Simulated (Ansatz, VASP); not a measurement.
# MnO in VASP and in Ansatz

Contents of POSCAR:

```
MnO
1.0
    0.0000000000      2.2230000000      2.2230000000
    2.2230000000      0.0000000000      2.2230000000
    2.2230000000      2.2230000000      0.0000000000
Mn O
1 1
Direct
    0.0000000000      0.0000000000      0.0000000000
    0.5000000000      0.5000000000      0.5000000000
```

Contents of INCAR.step1:

```
SYSTEM = MnO
PREC = Accurate ; ENCUT = 660
ISMEAR = 1 ; SIGMA = 0.2
LREAL = .FALSE. ; LASPH = .TRUE.
NELM = 200 ; ISPIN = 2
MAGMOM = 2.8 0 ; LMAXMIX = 4
LDAU = .TRUE. ; LDAUTYPE = 2
LDAUL = 2 -1 ; LDAUU = 3 0
LDAUJ = 0 0 ; NBANDS = 20
GGA = PE ; ALGO = Normal
EDIFF = 1E-5 ; LWAVE = .TRUE.
LCHARG = .FALSE. ; GGA_COMPAT = .FALSE.
```

The input INCAR.step2:

```
SYSTEM = MnO
PREC = Accurate ; ENCUT = 660
EDIFF = 1E-6 ; ISMEAR = 1
SIGMA = 0.2 ; LREAL = .FALSE.
LASPH = .TRUE. ; NELM = 200
ALGO = Normal ; ISIF = 2
LWAVE = .FALSE. ; LCHARG = .FALSE.
ISPIN = 2 ; MAGMOM = 2.8 0
LORBIT = 11 ; LMAXMIX = 4
LDAU = .TRUE. ; LDAUTYPE = 2
LDAUL = 2 -1 ; LDAUU = 3 0
LDAUJ = 0 0 ; LDAUPRINT = 1
METAGGA = R2SCAN ; LMIXTAU = .TRUE.
NBANDS = 20 ; ISTART = 1
GGA_COMPAT = .FALSE.
```

Contents of KPOINTS:

```
Automatic mesh
0
G
  5 5 5
  0 0 0
```

Input for Ansatz:

```yaml
crystal:
  lattice:
    - [0.0, 2.223, 2.223]
    - [2.223, 0.0, 2.223]
    - [2.223, 2.223, 0.0]
  atoms:
    - { symbol: Mn, position: [0.0, 0.0, 0.0] }
    - { symbol: O, position: [0.5, 0.5, 0.5] }
basis:
  ecutwfc: 500.0
  ecutrho_ratio: 8
kpoints:
  mp_grid:
    grid: [5, 5, 5]
    shift: [0.0, 0.0, 0.0]
hamiltonian:
  xc: r2scan
  hubbard:
    - { species: Mn, l: d, u_eff: 3.0 }
magnetization:
  spin_polarized: true
  per_species:
    Mn: 2.8
scf:
  n_extra_bands: 12
  occupations:
    method: methfessel_paxton
    width: 0.2
```

Alike in both runs: task single point; functional r2SCAN; k mesh 5 × 5 × 5; occupations methfessel-paxton of order 1, width 0.2 eV; collinear spin; Hubbard terms Mn d U = 3.0 eV.

|  | VASP | Ansatz |
| --- | --- | --- |
| version | VASP 6.6.1 | Ansatz 0.2.0 |
| potentials or method | VASP PAW PBE potentials, release 64 (Mn_pv, O), cutoff 660 eV | plane waves, PAW |
| valence electrons in the cell | 19 | 21 |

VASP gave:

| Property | Result |
| --- | --- |
| net moment per atom (μB) | 2.50 |
| size of the moment on the site where the two differ most (μB) | 4.64 |

Q: Which values does Ansatz return?

A: net moment per atom (μB): 2.50; size of the moment on the site where the two differ most (μB): 4.32.

VASP's potentials were made for PBE, not for r2SCAN. Site moments also hang on the region over which each program counts them. The programs project onto different local orbitals, so the same U acts differently, and such runs can settle in different states. VASP's potentials hold 19 valence electrons a cell and Ansatz's 21, so a difference there can come from the potentials and not from the codes. Ansatz's warnings: stability check not made.

The k mesh is coarse, so the values compare programs but aren't converged.
